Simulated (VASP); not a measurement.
# Al (Fd-3m) in VASP: further runs

Runs on Al. Level: PBE. Tasks: density of states.

Program: VASP 6.6.1. These are calculated values, not measurements. Logs are shortened: lines on timing, memory, paths and dates and some standing lists are left out, and cuts for length are marked.

## Step 1: The cell of the first run

It takes space group Fd-3m (No. 227, cubic). The conventional cell has a = 5.103 Å, b = 5.103 Å, c = 5.103 Å, α = 90.00°, β = 90.00°, γ = 90.00°. Within 2.9 Å of Al (site symmetry -43m) lie 4 Al at 2.21 Å.

## Step 2: Density of states, PBE (volume scaled by 0.6)

Input file POSCAR:

```
Al
1.0
    0.0000000000      2.5513472495      2.5513472495
    2.5513472495      0.0000000000      2.5513472495
    2.5513472495      2.5513472495      0.0000000000
Al
2
Direct
   -0.1250000000     -0.1250000000     -0.1250000000
    0.1250000000      0.1250000000      0.1250000000
```

Input file INCAR.step1:

```
PREC     = Accurate       # precision mode
ENCUT    = 520            # plane-wave cutoff, eV
EDIFF    = 1E-6           # SCF threshold, eV
ISMEAR   = -1             # smearing method
SIGMA    = 0.05           # smearing width, eV
LREAL    = False          # projectors in reciprocal space
LASPH    = True           # aspherical terms in the spheres
NELM     = 60             # most SCF steps
ALGO     = Normal         # electronic algorithm
ISIF     = 2              # what is computed and relaxed
LWAVE    = False          # write WAVECAR
LCHARG   = True           # write CHGCAR
GGA      = PE             # functional
NBANDS   = 10             # bands
```

Input file KPOINTS.step1:

```
Automatic mesh
0
Gamma
  12 12 12
```

Input file INCAR.step2:

```
PREC     = Accurate       # precision mode
ENCUT    = 520            # plane-wave cutoff, eV
EDIFF    = 1E-6           # SCF threshold, eV
ISMEAR   = -5             # smearing method
SIGMA    = 0.05           # smearing width, eV
LREAL    = False          # projectors in reciprocal space
LASPH    = True           # aspherical terms in the spheres
NELM     = 60             # most SCF steps
ALGO     = Normal         # electronic algorithm
ISIF     = 2              # what is computed and relaxed
LWAVE    = False          # write WAVECAR
LCHARG   = False          # write CHGCAR
GGA      = PE             # functional
LORBIT   = 11             # projections on sites
NEDOS    = 2001           # points of the DOS
ICHARG   = 11             # starting density
```

Input file KPOINTS.step2:

```
Automatic mesh
0
Gamma
  18 18 18
```

Potentials or basis: VASP PAW PBE potentials, release 64 (Al).

Launch:

```sh
> cat potpaw_PBE.64/Al/POTCAR > POTCAR
> cp INCAR.step1 INCAR
> cp KPOINTS.step1 KPOINTS
> mpirun -np 1 vasp_std > vasp.out
> cp INCAR.step2 INCAR
> cp KPOINTS.step2 KPOINTS
> mpirun -np 1 vasp_std > vasp.out
```

OUTCAR:

```text
PREC = Accurate
   ENCUT = 520
   EDIFF = 1E-6
   ISMEAR = -5
   LREAL = False
   LASPH = True
   NELM = 60
   ISIF = 2
   GGA = PE
   LORBIT = 11
   ICHARG = 11

 ion  position               nearest neighbor table
   1  0.875  0.875  0.875-   2 2.21   2 2.21   2 2.21   2 2.21
   2  0.125  0.125  0.125-   1 2.21   1 2.21   1 2.21   1 2.21

  LATTYP: Found a face centered cubic cell.
 ALAT       =     5.1026944990

  Lattice vectors:

 A1 = (   0.0000000000,   2.5513472495,   2.5513472495)
 A2 = (   2.5513472495,   0.0000000000,   2.5513472495)
 A3 = (   2.5513472495,   2.5513472495,   0.0000000000)

Analysis of symmetry for initial positions (statically):
=====================================================================
 Subroutine PRICEL returns:
 Original cell was already a primitive cell.

 Routine SETGRP: Setting up the symmetry group for a
 face centered cubic supercell.

 Subroutine GETGRP returns: Found 48 space group operations
 (whereof 12 operations were pure point group operations)
 out of a pool of 48 trial point group operations.

The static configuration has the point symmetry D_3d.
 The point group associated with its full space group is O_h .

Analysis of symmetry for dynamics (positions and initial velocities):
=====================================================================
 Subroutine PRICEL returns:
 Original cell was already a primitive cell.

 Routine SETGRP: Setting up the symmetry group for a
 face centered cubic supercell.

 Subroutine GETGRP returns: Found 48 space group operations
 (whereof 12 operations were pure point group operations)
 out of a pool of 48 trial point group operations.

The dynamic configuration has the point symmetry D_3d.
 The point group associated with its full space group is O_h .

 Subroutine INISYM returns: Found 48 space group operations
 (whereof 12 operations are pure point group operations),
 and found     1 'primitive' translations

----------------------------------------------------------------------------------------

                                     Primitive cell

  volume of cell :      33.2153

  direct lattice vectors                    reciprocal lattice vectors
     0.000000000  2.551347250  2.551347250    -0.195974891  0.195974891  0.195974891
     2.551347250  0.000000000  2.551347250     0.195974891 -0.195974891  0.195974891
     2.551347250  2.551347250  0.000000000     0.195974891  0.195974891 -0.195974891

  length of vectors
     3.608149883  3.608149883  3.608149883     0.339438469  0.339438469  0.339438469

  position of ions in fractional coordinates (direct lattice)
     0.875000000  0.875000000  0.875000000
     0.125000000  0.125000000  0.125000000

  ion indices of the primitive-cell ions
   primitive index   ion index
                 1           1
                 2           2

----------------------------------------------------------------------------------------

 KPOINTS: Automatic mesh

Automatic generation of k-mesh.
 Grid dimensions read from file:
 generate k-points for:   18   18   18

 Generating k-lattice:

  Cartesian coordinates                     Fractional coordinates (reciprocal lattice)
    -0.010887494  0.010887494  0.010887494     0.055555556  0.000000000  0.000000000
     0.010887494 -0.010887494  0.010887494     0.000000000  0.055555556  0.000000000
     0.010887494  0.010887494 -0.010887494     0.000000000  0.000000000  0.055555556

  Length of vectors
     0.018857693  0.018857693  0.018857693

  Shift w.r.t. Gamma in fractional coordinates (k-lattice)
     0.000000000  0.000000000  0.000000000

 TETIRR: Found    806 inequivalent tetrahedra from    34992

 Subroutine IBZKPT returns following result:
 ===========================================

 Found    195 irreducible k-points:

 Following reciprocal coordinates:
            Coordinates               Weight
  0.000000  0.000000  0.000000      1.000000
  0.055556  0.000000  0.000000      8.000000
  0.111111  0.000000  0.000000      8.000000
  0.166667  0.000000  0.000000      8.000000
  0.222222  0.000000  0.000000      8.000000
  0.277778  0.000000  0.000000      8.000000
[... 16 lines left out ...]
 -0.277778  0.055556  0.000000     24.000000
 -0.222222  0.055556  0.000000     24.000000
 [... further k-points ...]
   k-points           NKPTS =    195   k-points in BZ     NKDIM =    195   number of bands    NBANDS=      7
   number of dos      NEDOS =   2001   number of ions     NIONS =      2
   total plane-waves  NPLWV =  21952
   dimension x,y,z NGX =    28 NGY =   28 NGZ =   28
   dimension x,y,z NGXF=    56 NGYF=   56 NGZF=   56
   ions per type =               2
   NGX,Y,Z   is equivalent  to a cutoff of  12.90, 12.90, 12.90 a.u.
   NGXF,Y,Z  is equivalent  to a cutoff of  25.80, 25.80, 25.80 a.u.
 SYSTEM =  unknown system
   PREC   = accura    normal or accurate (medium, high low for compatibility)
   ISTART =      0    job   : 0-new  1-cont  2-samecut
   ICHARG =     11    charge: 1-file 2-atom 10-const
   ISPIN  =      1    spin polarized calculation?
   LNONCOLLINEAR =      F non collinear calculations
   LSORBIT =      F    spin-orbit coupling
   LASPH  =      T    aspherical Exc in radial PAW
   ENCUT  =  520.0 eV  38.22 Ry    6.18 a.u.   6.71  6.71  6.71*2*pi/ulx,y,z
   NELM   =     60;   NELMIN=  2; NELMDL=  0     # of ELM steps
   EDIFF  = 0.1E-05   stopping-criterion for ELM
   LREAL  =      F    real-space projection
   EDIFFG = 0.1E-04   stopping-criterion for IOM
   NSW    =      0    number of steps for IOM
   IBRION =     -1    ionic relax: 0-MD 1-quasi-New 2-CG
   NFREE  =      0    steps in history (QN), initial steepest desc. (CG)
   ISIF   =      2    stress and relaxation
   ISYM   =      2    0-nonsym 1-usesym 2-fastsym
   POTIM  = 0.5000    time-step for ionic-motion
   TEBEG  =    0.0;   TEEND  =   0.0 temperature during run
   PSTRESS=    0.0 pullay stress
   NELECT =       6.0000    total number of electrons
   NUPDOWN=      -1.0000    fix difference up-down
   EMIN   =  10.00;   EMAX   =-10.00  energy-range for DOS
   EFERMI =   0.00;   METHOD = LEGACY
   ISMEAR =    -5;   SIGMA  =   0.05  broadening in eV -4-tet -1-fermi 0-gaus
   EFERMI_NEDOS =   21; number of points for ismear=-14 and -15
   IALGO  =     38    algorithm
   IMIX   =      4    mixing-type and parameters
     AMIX     =   0.40;   BMIX     =  1.00
     AMIX_MAG =   1.60;   BMIX_MAG =  1.00
  volume/ion in A,a.u.               =      16.61       112.07
  Fermi-wavevector in a.u.,A,eV,Ry     =   0.925434  1.748818 11.652424  0.856429
  Thomas-Fermi vector in A             =   2.051288
   LORBIT       =     11    0 simple, 1 ext, 2 COOP (PROOUT), +10 PAW based schemes
   GGA     = PE    functional components
   LHFCALC =     F    Hartree Fock is set to
   AEXX    =    0.0000 exact exchange contribution
   IVDW    =     0    specifies the selected vdW correction
   LEPSILON=     F    determine dielectric tensor
   LRPA    =     F    only Hartree local field effects (RPA)
 non-spin polarized calculation
 Fermi weights with tetrahedron method with Bloechl corrections
  energy-cutoff  :      520.00
  volume of cell :       33.22
 maximum number of plane-waves:       934

 number of electron       6.0000000 magnetization

 Free energy of the ion-electron system (eV)
  ---------------------------------------------------
  ext. energy  EPLUGINS =         0.00000000
  ---------------------------------------------------
  free energy    TOTEN  =        -3.65595223 eV

  energy without entropy =       -3.65595223  energy(sigma->0) =       -3.65595223

 E-fermi :   6.9621     XC(G=0):  -9.9486

 val. band max:        7.0486674927   @ k =   0.2778   0.2222   0.0556
 cond. band min:       6.9641473171   @ k =  -0.1667   0.0556   0.0000
 fundamental gap:     -0.0845201756
 Fermi energy:         6.9621410303

 k-point     1 :       0.0000    0.0000    0.0000
  band No.  band energies     occupation
      1      -3.5226      2.00000
      2      10.1806      0.00000
      3      10.1806      0.00000
      4      10.1806      0.00000
      5      11.9441      0.00000
      6      11.9441      0.00000
      7      11.9441      0.00000

 k-point     2 :       0.0556    0.0000    0.0000
  band No.  band energies     occupation
      1      -3.4718      2.00000
      2       9.6392      0.00000
      3      10.0662      0.00000
      4      10.0662      0.00000
      5      12.1086      0.00000
      6      12.1086      0.00000
      7      12.2178      0.00000

 k-point     3 :       0.1111    0.0000    0.0000
  band No.  band energies     occupation
      1      -3.3198      2.00000
      2       8.5620      0.00000
      3       9.8169      0.00000
      4       9.8169      0.00000
      5      12.4781      0.00000
      6      12.4781      0.00000
      7      12.5467      0.00000

 k-point     4 :       0.1667    0.0000    0.0000
  band No.  band energies     occupation
      1      -3.0674      2.00000
      2       7.3479      0.18562
      3       9.5494      0.00000
      4       9.5494      0.00000
      5      12.6891      0.00000
      6      12.8093      0.00000
      7      12.8093      0.00000

 k-point     5 :       0.2222    0.0000    0.0000
  band No.  band energies     occupation
      1      -2.7166      2.00000
      2       6.1158      2.12596
      3       9.3142      0.00000
      4       9.3142      0.00000
      5      12.7050      0.00000
      6      12.8378      0.00000
      7      12.8378      0.00000

 k-point     6 :       0.2778    0.0000    0.0000
  band No.  band energies     occupation
      1      -2.2705      2.00000
      2       4.9168      2.00000
      3       9.1277      0.00000
      4       9.1277      0.00000
      5      12.5816      0.00000
      6      12.5816      0.00000
      7      12.6705      0.00000

 k-point     7 :       0.3333    0.0000    0.0000
  band No.  band energies     occupation
      1      -1.7356      2.00000
      2       3.7809      2.00000
      3       8.9922      0.00000
      4       8.9922      0.00000
      5      12.2546      0.00000
      6      12.2546      0.00000
      7      12.6293      0.00000
[... 121 lines left out ...]
 k-point    20 :      -0.4444    0.0556    0.0000
  band No.  band energies     occupation
      1      -0.2758      2.00000
      2       1.6563      2.00000
      3       8.3890      0.00000
      4       8.7871      0.00000
      5      11.7115      0.00000
      6      11.9007      0.00000
      7      12.8617      0.00000

 k-point    21 :      -0.3889    0.0556    0.0000
  band No.  band energies     occupation
      1      -0.8710      2.00000
      2       2.4568      2.00000
      3       8.3331      0.00000
      4       8.9470      0.00000
      5      11.9251      0.00000
      6      11.9553      0.00000
      7      12.8627      0.00000

 k-point    22 :      -0.3333    0.0556    0.0000
  band No.  band energies     occupation
      1      -1.4955      2.00000
      2       3.4599      2.00000
      3       8.3358      0.00000
      4       9.1363      0.00000
      5      12.0650      0.00000
      6      12.2882      0.00000
      7      12.8774      0.00000

 k-point    23 :      -0.2778    0.0556    0.0000
  band No.  band energies     occupation
      1      -2.0572      2.00000
      2       4.5671      2.00000
      3       8.4039      0.00000
      4       9.3504      0.00000
      5      12.2944      0.00000
      6      12.6742      0.00000
      7      12.9049      0.00000

 k-point    24 :      -0.2222    0.0556    0.0000
  band No.  band energies     occupation
      1      -2.5337      2.00000
      2       5.7449      2.00000
      3       8.5411      0.00000
      4       9.5859      0.00000
      5      12.5289      0.00000
      6      12.9123      0.00000
      7      13.0531      0.00000

 [... further k-points ...]

------------------------ aborting loop because EDIFF is reached ----------------------------------------

  FORCE on cell =-STRESS in cart. coord.  units (eV):
  Direction    XX          YY          ZZ          XY          YZ          ZX
  --------------------------------------------------------------------------------------
  -------------------------------------------------------------------------------------
  Total       10.6528533     10.6528533     10.6528533      0.0000000     -0.0000000      0.0000000
  in kB      513.8517252    513.8517252    513.8517252      0.0000000     -0.0000000      0.0000000
  external PRESSURE =     513.8517252 kB  Pullay stress =       0.0000000 kB

 VOLUME and BASIS-vectors are now :
 -----------------------------------------------------------------------------
  energy-cutoff  :      520.00
  volume of cell :       33.22
      direct lattice vectors                 reciprocal lattice vectors
     0.000000000  2.551347250  2.551347250    -0.195974891  0.195974891  0.195974891
     2.551347250  0.000000000  2.551347250     0.195974891 -0.195974891  0.195974891
     2.551347250  2.551347250  0.000000000     0.195974891  0.195974891 -0.195974891

 POSITION                                       TOTAL-FORCE (eV/Angst)
 -----------------------------------------------------------------------------------
      4.46486      4.46486      4.46486         0.000000     -0.000000     -0.000000
      0.63784      0.63784      0.63784        -0.000000      0.000000      0.000000
 -----------------------------------------------------------------------------------
    total drift:                               -0.000000     -0.000000     -0.000000

  FREE ENERGIE OF THE ION-ELECTRON SYSTEM (eV)
  ---------------------------------------------------
  free  energy   TOTEN  =        -3.6559522316 eV

  energy  without entropy=       -3.6559522316  energy(sigma->0) =       -3.65595223

 total charge

# of ion       s       p       d       tot
------------------------------------------
    1        0.540   0.498   0.000   1.037
    2        0.540   0.498   0.000   1.037
--------------------------------------------------
tot          1.079   0.996   0.000   2.075
```

It took 48 s on 1 thread of Intel Xeon 6975P-C, shared host; peak memory 0.17 GiB.

Results:

```yaml
Valence_electrons_inside_the_program's_atomic_spheres: Al 1.04
```

Levels at points of the mesh, in eV from the Fermi level:
```
           k point  band 1  band 2  band 3  band 4  band 5  band 6  band 7
(0.00, 0.00, 0.00)  -10.48    3.22    3.22    3.22    4.98    4.98    4.98
(0.50, 0.00, 0.00)   -7.10   -5.57    1.88    1.88    4.77    4.77    5.62
(0.50, 0.50, 0.00)   -5.21   -5.21   -0.59   -0.59    1.90    1.90   13.35
```

Caveat: the cell differs from its parent crystal (volume scaled by 0.6); tetrahedron occupations give inexact forces and stress in metals.

## Step 3: Density of states, PBE

This run uses another cell than the first one, of 27.68 Å³/atom, 1.667 times its volume.

Input file POSCAR:

```
Al
1.0
    0.0000000000      3.0249566498      3.0249566498
    3.0249566498      0.0000000000      3.0249566498
    3.0249566498      3.0249566498      0.0000000000
Al
2
Direct
   -0.1250000000     -0.1250000000     -0.1250000000
    0.1250000000      0.1250000000      0.1250000000
```

Input file INCAR.step1:

```
SYSTEM = Al
ALGO     = Normal         ! electronic algorithm
EDIFF    = 1E-6           ! SCF threshold, eV
ENCUT    = 520            ! plane-wave cutoff, eV
GGA      = PE             ! functional
ISIF     = 2              ! what is computed and relaxed
ISMEAR   = -1             ! smearing method
LASPH    = .True.         ! aspherical terms in the spheres
LCHARG   = .True.         ! write CHGCAR
LREAL    = .False.        ! projectors in reciprocal space
LWAVE    = .False.        ! write WAVECAR
NBANDS   = 10             ! bands
NELM     = 100            ! most SCF steps
PREC     = Accurate       ! precision mode
SIGMA    = 0.05           ! smearing width, eV
```

Input file KPOINTS.step1:

```
k-points
0
Gamma
  12 12 12
  0 0 0
```

Input file INCAR.step2:

```
SYSTEM = Al
ALGO     = Normal         ! electronic algorithm
EDIFF    = 1E-6           ! SCF threshold, eV
ENCUT    = 520            ! plane-wave cutoff, eV
GGA      = PE             ! functional
ICHARG   = 11             ! starting density
ISIF     = 2              ! what is computed and relaxed
ISMEAR   = -5             ! smearing method
LASPH    = .True.         ! aspherical terms in the spheres
LCHARG   = .False.        ! write CHGCAR
LORBIT   = 11             ! projections on sites
LREAL    = .False.        ! projectors in reciprocal space
LWAVE    = .False.        ! write WAVECAR
NBANDS   = 10             ! bands
NEDOS    = 2001           ! points of the DOS
NELM     = 100            ! most SCF steps
PREC     = Accurate       ! precision mode
SIGMA    = 0.05           ! smearing width, eV
```

Input file KPOINTS.step2:

```
k-points
0
Gamma
  18 18 18
  0 0 0
```

Potentials or basis: VASP PAW PBE potentials, release 64 (Al).

Launch:

```sh
> cat potpaw_PBE.64/Al/POTCAR > POTCAR
> cp INCAR.step1 INCAR
> cp KPOINTS.step1 KPOINTS
> mpirun -np 1 vasp_std > vasp.out
> cp INCAR.step2 INCAR
> cp KPOINTS.step2 KPOINTS
> mpirun -np 1 vasp_std > vasp.out
```

Run time: 78 s. Hardware: 1 thread of Intel Xeon 6975P-C, shared host; peak memory 0.22 GiB.

The run converged. Its results:

- Valence electrons inside the program's atomic spheres: Al 0.80

Levels at points of the mesh, in eV from the Fermi level:
```tsv
k point	band 1	band 2	band 3	band 4	band 5	band 6	band 7
(0.00, 0.00, 0.00)	-7.83	2.11	2.11	2.11	3.96	3.96	3.96
(0.50, 0.00, 0.00)	-5.83	-3.83	1.09	1.09	3.21	4.40	4.40
(0.50, 0.50, 0.00)	-4.34	-4.34	-0.38	-0.38	2.12	2.12	10.53
```

Caveat: tetrahedron occupations give inexact forces and stress in metals.

[end of part 1 of 2]
